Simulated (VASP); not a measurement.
# Mo (Im-3m) in VASP: further runs

Runs on Mo. Level: PBE. Tasks: single point.

Program: VASP 6.6.1. These are calculated values, not measurements. Logs are shortened: lines on timing, memory, paths and dates and some standing lists are left out, and cuts for length are marked.

## Step 1: The cell of the first run

The structure is cubic, space group Im-3m (No. 229). Conventional cell: a = 3.096 Å, b = 3.096 Å, c = 3.096 Å, α = 90.00°, β = 90.00°, γ = 90.00°. Within 3.5 Å of Mo (site symmetry m-3m) lie 14 Mo at 2.68 to 3.10 Å.

## Step 2: Single point, PBE (volume scaled by 0.94)

INCAR reads:

```
PREC     = Accurate       # precision mode
ENCUT    = 520            # plane-wave cutoff, eV
EDIFF    = 1E-6           # SCF threshold, eV
ISMEAR   = 0              # smearing method
SIGMA    = 0.1            # smearing width, eV
LREAL    = False          # projectors in reciprocal space
LASPH    = True           # aspherical terms in the spheres
NELM     = 80             # most SCF steps
ALGO     = Normal         # electronic algorithm
ISIF     = 2              # what is computed and relaxed
LWAVE    = False          # write WAVECAR
LCHARG   = False          # write CHGCAR
GGA      = PE             # functional
NBANDS   = 13             # bands
```

KPOINTS reads:

```
Automatic mesh
0
Gamma
  18 18 18
```

POSCAR reads:

```
Mo
1.0
   -1.5479622279      1.5479622279      1.5479622279
    1.5479622279     -1.5479622279      1.5479622279
    1.5479622279      1.5479622279     -1.5479622279
Mo
1
Direct
    0.0000000000      0.0000000000      0.0000000000
```

Potentials or basis: VASP PAW PBE potentials, release 64 (Mo_sv).

Run with:

```
cat potpaw_PBE.64/Mo_sv/POTCAR > POTCAR
mpirun -np 1 vasp_std > vasp.out
```

OUTCAR:

```text
PREC = Accurate
   ENCUT = 520
   EDIFF = 1E-6
   ISMEAR = 0
   LREAL = False
   LASPH = True
   NELM = 80
   ISIF = 2
   GGA = PE

 ion  position               nearest neighbor table
   1  0.000  0.000  0.000-

  LATTYP: Found a body centered cubic cell.
 ALAT       =     3.0959244558

  Lattice vectors:

 A1 = (  -1.5479622279,   1.5479622279,   1.5479622279)
 A2 = (   1.5479622279,  -1.5479622279,   1.5479622279)
 A3 = (   1.5479622279,   1.5479622279,  -1.5479622279)

Analysis of symmetry for initial positions (statically):
=====================================================================
 Subroutine PRICEL returns:
 Original cell was already a primitive cell.

 Routine SETGRP: Setting up the symmetry group for a
 body centered cubic supercell.

 Subroutine GETGRP returns: Found 48 space group operations
[... 9 lines left out ...]

 Routine SETGRP: Setting up the symmetry group for a
 body centered cubic supercell.

 Subroutine GETGRP returns: Found 48 space group operations
[... 11 lines left out ...]
                                     Primitive cell

  volume of cell :      14.8368

  direct lattice vectors                    reciprocal lattice vectors
    -1.547962228  1.547962228  1.547962228     0.000000000  0.323005298  0.323005298
     1.547962228 -1.547962228  1.547962228     0.323005298  0.000000000  0.323005298
     1.547962228  1.547962228 -1.547962228     0.323005298  0.323005298  0.000000000

  length of vectors
     2.681149227  2.681149227  2.681149227     0.456798472  0.456798472  0.456798472

  position of ions in fractional coordinates (direct lattice)
     0.000000000  0.000000000  0.000000000

  ion indices of the primitive-cell ions
   primitive index   ion index
                 1           1

----------------------------------------------------------------------------------------

 KPOINTS: Automatic mesh

Automatic generation of k-mesh.
 Grid dimensions read from file:
 generate k-points for:   18   18   18

 Generating k-lattice:

  Cartesian coordinates                     Fractional coordinates (reciprocal lattice)
     0.000000000  0.017944739  0.017944739     0.055555556  0.000000000  0.000000000
     0.017944739  0.000000000  0.017944739     0.000000000  0.055555556  0.000000000
     0.017944739  0.017944739  0.000000000     0.000000000  0.000000000  0.055555556

  Length of vectors
     0.025377693  0.025377693  0.025377693

  Shift w.r.t. Gamma in fractional coordinates (k-lattice)
[... 57 lines left out ...]
   NFREE  =      0    steps in history (QN), initial steepest desc. (CG)
   ISIF   =      2    stress and relaxation
   ISYM   =      2    0-nonsym 1-usesym 2-fastsym
   POTIM  = 0.5000    time-step for ionic-motion
   TEBEG  =    0.0;   TEEND  =   0.0 temperature during run
   PSTRESS=    0.0 pullay stress
   NELECT =      14.0000    total number of electrons
   NUPDOWN=      -1.0000    fix difference up-down
   EMIN   =  10.00;   EMAX   =-10.00  energy-range for DOS
   EFERMI =   0.00;   METHOD = LEGACY
   ISMEAR =     0;   SIGMA  =   0.10  broadening in eV -4-tet -1-fermi 0-gaus
   EFERMI_NEDOS =   21; number of points for ismear=-14 and -15
   IALGO  =     38    algorithm
   IMIX   =      4    mixing-type and parameters
     AMIX     =   0.40;   BMIX     =  1.00
     AMIX_MAG =   1.60;   BMIX_MAG =  1.00
  volume/ion in A,a.u.               =      14.84       100.12
  Fermi-wavevector in a.u.,A,eV,Ry     =   1.605722  3.034375 35.080509  2.578345
  Thomas-Fermi vector in A             =   2.702024
   LORBIT       =      0    0 simple, 1 ext, 2 COOP (PROOUT), +10 PAW based schemes
   GGA     = PE    functional components
   LHFCALC =     F    Hartree Fock is set to
   AEXX    =    0.0000 exact exchange contribution
   IVDW    =     0    specifies the selected vdW correction
   LEPSILON=     F    determine dielectric tensor
   LRPA    =     F    only Hartree local field effects (RPA)
 non-spin polarized calculation
 Gauss-broadening in eV      SIGMA  =   0.10
  energy-cutoff  :      520.00
  volume of cell :       14.84
 maximum number of plane-waves:       418
   NGX =  9   NGY =  9   NGZ =  9

 number of electron      13.9999997 magnetization

 Free energy of the ion-electron system (eV)
  ---------------------------------------------------
  ext. energy  EPLUGINS =         0.00000000
  ---------------------------------------------------
  free energy    TOTEN  =       -10.87969605 eV

  energy without entropy =      -10.87770055  energy(sigma->0) =      -10.87869830

 E-fermi :  13.4854     XC(G=0): -13.6877

 val. band max:       13.4683130692   @ k =  -0.3889   0.4444   0.2778
 cond. band min:      13.5285598469   @ k =  -0.3333   0.3889   0.2778
 fundamental gap:      0.0602467777
 Fermi energy:        13.4853761541

 k-point     1 :       0.0000    0.0000    0.0000
  band No.  band energies     occupation
      1     -47.8439      2.00000
      2     -20.9786      2.00000
      3     -20.9786      2.00000
      4     -20.9786      2.00000
      5       6.0531      2.00000
      6      11.9824      2.00000
      7      11.9824      2.00000
      8      11.9824      2.00000
      9      15.2069      0.00000
     10      15.2069      0.00000
     11      28.3573      0.00000
     12      28.3573      0.00000
     13      28.3573      0.00000
[... 354 lines left out ...]
  band No.  band energies     occupation
      1     -47.5175      2.00000
      2     -22.5247      2.00000
      3     -21.5468      2.00000
      4     -21.0662      2.00000
      5       8.2515      2.00000
      6       9.9682      2.00000
      7      13.5462      0.38992
      8      15.1261      0.00000
      9      16.3705      0.00000
     10      19.2470      0.00000
     11      25.8590      0.00000
     12      26.5272      0.00000
     13      31.1760      0.00000

 [... further k-points ...]

------------------------ aborting loop because EDIFF is reached ----------------------------------------

  FORCE on cell =-STRESS in cart. coord.  units (eV):
  Direction    XX          YY          ZZ          XY          YZ          ZX
  --------------------------------------------------------------------------------------
  -------------------------------------------------------------------------------------
  Total        1.7644439      1.7644439      1.7644439     -0.0000000      0.0000000     -0.0000000
  in kB      190.5361393    190.5361393    190.5361393     -0.0000000      0.0000000     -0.0000000
  external PRESSURE =     190.5361393 kB  Pullay stress =       0.0000000 kB

 VOLUME and BASIS-vectors are now :
 -----------------------------------------------------------------------------
  energy-cutoff  :      520.00
  volume of cell :       14.84
      direct lattice vectors                 reciprocal lattice vectors
    -1.547962228  1.547962228  1.547962228     0.000000000  0.323005298  0.323005298
     1.547962228 -1.547962228  1.547962228     0.323005298  0.000000000  0.323005298
     1.547962228  1.547962228 -1.547962228     0.323005298  0.323005298  0.000000000

 POSITION                                       TOTAL-FORCE (eV/Angst)
 -----------------------------------------------------------------------------------
      0.00000      0.00000      0.00000         0.000000      0.000000     -0.000000
 -----------------------------------------------------------------------------------
    total drift:                                0.000000     -0.000000      0.000000

  FREE ENERGIE OF THE ION-ELECTRON SYSTEM (eV)
  ---------------------------------------------------
  free  energy   TOTEN  =       -10.8796960458 eV

  energy  without entropy=      -10.8777005539  energy(sigma->0) =      -10.87869830
```

Wall time 14 s (1 thread of Intel Xeon Platinum 8488C (Sapphire Rapids), shared host); peak memory 0.15 GiB.

What came out:

- Free energy: -10.8797 eV
- Pressure: 19.1 GPa
- Band gap on the k mesh: zero (band 7 reaches 17.74 eV, above the bottom of band 8 at 11.98 eV)

Levels at points of the mesh, in eV from the Fermi level:
```csv
k point,band 3,band 4,band 5,band 6,band 7,band 8,band 9,band 10,band 11,band 12
"(0.00, 0.00, 0.00)",-34.46,-34.46,-7.43,-1.50,-1.50,-1.50,1.72,1.72,14.87,14.87
"(0.50, 0.00, 0.00)",-34.98,-34.48,-5.68,-3.69,1.78,1.81,2.46,5.09,12.03,12.45
"(0.50, 0.50, 0.50)",-35.59,-35.59,-5.89,-5.89,4.25,4.25,4.25,9.45,9.45,9.45
```

## Step 3: Single point, PBE (volume scaled by 0.97)

INCAR reads:

```
SYSTEM = Mo
ALGO = Fast
EDIFF = 1E-6
ENCUT = 520
GGA = PE
ISIF = 2
ISMEAR = 0
LASPH = .TRUE.
LCHARG = .FALSE.
LREAL = .FALSE.
LWAVE = .FALSE.
NBANDS = 13
NELM = 80
PREC = Accurate
SIGMA = 0.1
```

KPOINTS reads:

```
k-points
0
G
  18 18 18
  0 0 0
```

POSCAR reads:

```
Mo
1.0
   -1.5642577647      1.5642577647      1.5642577647
    1.5642577647     -1.5642577647      1.5642577647
    1.5642577647      1.5642577647     -1.5642577647
Mo
1
Direct
    0.0000000000      0.0000000000      0.0000000000
```

Potentials or basis: VASP PAW PBE potentials, release 64 (Mo_sv).

Run with:

```
cat potpaw_PBE.64/Mo_sv/POTCAR > POTCAR
mpirun -np 1 vasp_std > vasp.out
```

OUTCAR:

```text
SYSTEM = Mo
   EDIFF = 1E-6
   ENCUT = 520
   GGA = PE
   ISIF = 2
   ISMEAR = 0
   LASPH = .TRUE.
   LREAL = .FALSE.
   NELM = 80
   PREC = Accurate

 ion  position               nearest neighbor table
   1  0.000  0.000  0.000-

  LATTYP: Found a body centered cubic cell.
 ALAT       =     3.1285155294

  Lattice vectors:

 A1 = (  -1.5642577647,   1.5642577647,   1.5642577647)
 A2 = (   1.5642577647,  -1.5642577647,   1.5642577647)
 A3 = (   1.5642577647,   1.5642577647,  -1.5642577647)

Analysis of symmetry for initial positions (statically):
=====================================================================
 Subroutine PRICEL returns:
 Original cell was already a primitive cell.

 Routine SETGRP: Setting up the symmetry group for a
 body centered cubic supercell.

 Subroutine GETGRP returns: Found 48 space group operations
[... 9 lines left out ...]

 Routine SETGRP: Setting up the symmetry group for a
 body centered cubic supercell.

 Subroutine GETGRP returns: Found 48 space group operations
[... 11 lines left out ...]
                                     Primitive cell

  volume of cell :      15.3103

  direct lattice vectors                    reciprocal lattice vectors
    -1.564257765  1.564257765  1.564257765     0.000000000  0.319640414  0.319640414
     1.564257765 -1.564257765  1.564257765     0.319640414  0.000000000  0.319640414
     1.564257765  1.564257765 -1.564257765     0.319640414  0.319640414  0.000000000

  length of vectors
     2.709373925  2.709373925  2.709373925     0.452039809  0.452039809  0.452039809

  position of ions in fractional coordinates (direct lattice)
     0.000000000  0.000000000  0.000000000

  ion indices of the primitive-cell ions
   primitive index   ion index
                 1           1

----------------------------------------------------------------------------------------

[... 92 lines left out ...]
  Thomas-Fermi vector in A             =   2.687913
   LORBIT       =      0    0 simple, 1 ext, 2 COOP (PROOUT), +10 PAW based schemes
   GGA     = PE    functional components
   LHFCALC =     F    Hartree Fock is set to
   AEXX    =    0.0000 exact exchange contribution
   IVDW    =     0    specifies the selected vdW correction
   LEPSILON=     F    determine dielectric tensor
   LRPA    =     F    only Hartree local field effects (RPA)
 non-spin polarized calculation
 RMM-DIIS sequential band-by-band and
 Gauss-broadening in eV      SIGMA  =   0.10
  energy-cutoff  :      520.00
  volume of cell :       15.31
 maximum number of plane-waves:       426
   NGX =  9   NGY =  9   NGZ =  9

 number of electron      13.9999998 magnetization

 Free energy of the ion-electron system (eV)
  ---------------------------------------------------
  ext. energy  EPLUGINS =         0.00000000
  ---------------------------------------------------
  free energy    TOTEN  =       -10.92099861 eV

  energy without entropy =      -10.91870809  energy(sigma->0) =      -10.91985335

 E-fermi :  12.9562     XC(G=0): -13.5081

 val. band max:       12.9499766547   @ k =  -0.3889   0.4444   0.2778
 cond. band min:      12.9730328173   @ k =   0.3889   0.1111   0.0000
 fundamental gap:      0.0230561626
 Fermi energy:        12.9562467859

 k-point     1 :       0.0000    0.0000    0.0000
  band No.  band energies     occupation
      1     -48.3541      2.00000
      2     -21.5707      2.00000
      3     -21.5707      2.00000
      4     -21.5707      2.00000
      5       5.6279      2.00000
      6      11.5261      2.00000
      7      11.5261      2.00000
      8      11.5261      2.00000
      9      14.6299      0.00000
     10      14.6299      0.00000
     11      27.7937      0.00000
     12      27.7937      0.00000
     13      27.7937      0.00000
[... 354 lines left out ...]
  band No.  band energies     occupation
      1     -48.0663      2.00000
      2     -22.9725      2.00000
      3     -22.0876      2.00000
      4     -21.6488      2.00000
      5       7.9065      2.00000
      6       9.5934      2.00000
      7      12.9730      0.81235
      8      14.5386      0.00000
      9      15.7172      0.00000
     10      18.4797      0.00000
     11      24.9284      0.00000
     12      25.8233      0.00000
     13      30.2194      0.00000

 [... further k-points ...]

------------------------ aborting loop because EDIFF is reached ----------------------------------------

  FORCE on cell =-STRESS in cart. coord.  units (eV):
  Direction    XX          YY          ZZ          XY          YZ          ZX
  --------------------------------------------------------------------------------------
  -------------------------------------------------------------------------------------
  Total        0.8633933      0.8633933      0.8633933      0.0000000      0.0000000     -0.0000000
  in kB       90.3512750     90.3512750     90.3512750      0.0000000      0.0000000     -0.0000000
  external PRESSURE =      90.3512750 kB  Pullay stress =       0.0000000 kB

 VOLUME and BASIS-vectors are now :
 -----------------------------------------------------------------------------
  energy-cutoff  :      520.00
  volume of cell :       15.31
      direct lattice vectors                 reciprocal lattice vectors
    -1.564257765  1.564257765  1.564257765     0.000000000  0.319640414  0.319640414
     1.564257765 -1.564257765  1.564257765     0.319640414  0.000000000  0.319640414
     1.564257765  1.564257765 -1.564257765     0.319640414  0.319640414  0.000000000

 POSITION                                       TOTAL-FORCE (eV/Angst)
 -----------------------------------------------------------------------------------
      0.00000      0.00000      0.00000         0.000000      0.000000      0.000000
 -----------------------------------------------------------------------------------
    total drift:                                0.000000      0.000000      0.000000

  FREE ENERGIE OF THE ION-ELECTRON SYSTEM (eV)
  ---------------------------------------------------
  free  energy   TOTEN  =       -10.9209986107 eV

  energy  without entropy=      -10.9187080924  energy(sigma->0) =      -10.91985335
```

Run time: 16 s. Hardware: 1 thread of Intel Xeon Platinum 8488C (Sapphire Rapids), shared host; peak memory 0.15 GiB.

Results:

```yaml
Free_energy: -10.9210 eV
Pressure: 9.0 GPa
Band_gap_on_the_k_mesh: zero (band 7 reaches 17.03 eV, above the bottom of band 8 at 11.53 eV)
```

Levels at points of the mesh, in eV from the Fermi level:
| k point | band 4 | band 5 | band 6 | band 7 | band 8 | band 9 | band 10 | band 11 |
| --- | --- | --- | --- | --- | --- | --- | --- | --- |
| (0.00, 0.00, 0.00) | -34.53 | -7.33 | -1.43 | -1.43 | -1.43 | 1.67 | 1.67 | 14.84 |
| (0.50, 0.00, 0.00) | -34.54 | -5.48 | -3.53 | 1.68 | 1.71 | 2.36 | 4.87 | 11.95 |
| (0.50, 0.50, 0.50) | -35.55 | -5.63 | -5.63 | 4.07 | 4.07 | 4.07 | 9.20 | 9.20 |
